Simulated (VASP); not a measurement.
Write the native input for VASP 6.6.1 that does the following.

```yaml
Task: single point
Functional: LDA
Potentials_or_basis: VASP PAW LDA potentials, release 64 (Ta_pv, N)
Cutoff: 520 eV
k_mesh: 18 × 18 × 18
Occupations: gaussian, width 0.15 eV
Spin: no spin polarisation
Dipole_correction: no
Further_INCAR_settings: ALGO = Normal; EDIFF = 1e-07; NBANDS = 15
```

The structure of TaN lies in POSCAR:

```
TaN
1.0
    0.0000000000      2.2879500000      2.0700500000
    2.2879500000      0.0000000000      2.0700500000
    2.2879500000      2.2879500000      0.0000000000
Ta N
1 1
Direct
    0.5000000000      0.5000000000      0.5000000000
    0.0000000000      0.0000000000      0.0000000000
```

This cell differs from its parent crystal: strain +0.050 along x and y, -0.050 along z.

The input as run:

INCAR

```
  ALGO = Normal
  EDIFF = 1E-7
  ENCUT = 520
  GGA = CA
  ISIF = 2
  ISMEAR = 0
  LASPH = T
  LCHARG = F
  LREAL = F
  LWAVE = F
  NBANDS = 15
  NELM = 100
  PREC = Accurate
  SIGMA = 0.15
```

KPOINTS

```
k-points
0
Gamma
  18 18 18
```

Potentials or basis: VASP PAW LDA potentials, release 64 (Ta_pv, N).

Launch:

```bash
$ cat potpaw_LDA.64/Ta_pv/POTCAR potpaw_LDA.64/N/POTCAR > POTCAR
$ mpirun -np 1 vasp_std > vasp.out
```

It gave:

* Pressure: -7.4 GPa
* Band gap on the k mesh: zero (band 8 reaches 10.66 eV, above the bottom of band 9 at 6.79 eV)

Caveat: the cell differs from its parent crystal (strain +0.050 along x and y, -0.050 along z); spin-orbit coupling is left out, which moves the levels of the heavy elements.

Wall time 77 s on 1 thread of Intel(R) Xeon(R) Platinum 8375C CPU @ 2.90GHz (Ice Lake), on a shared host, peak memory 0.26 GiB.
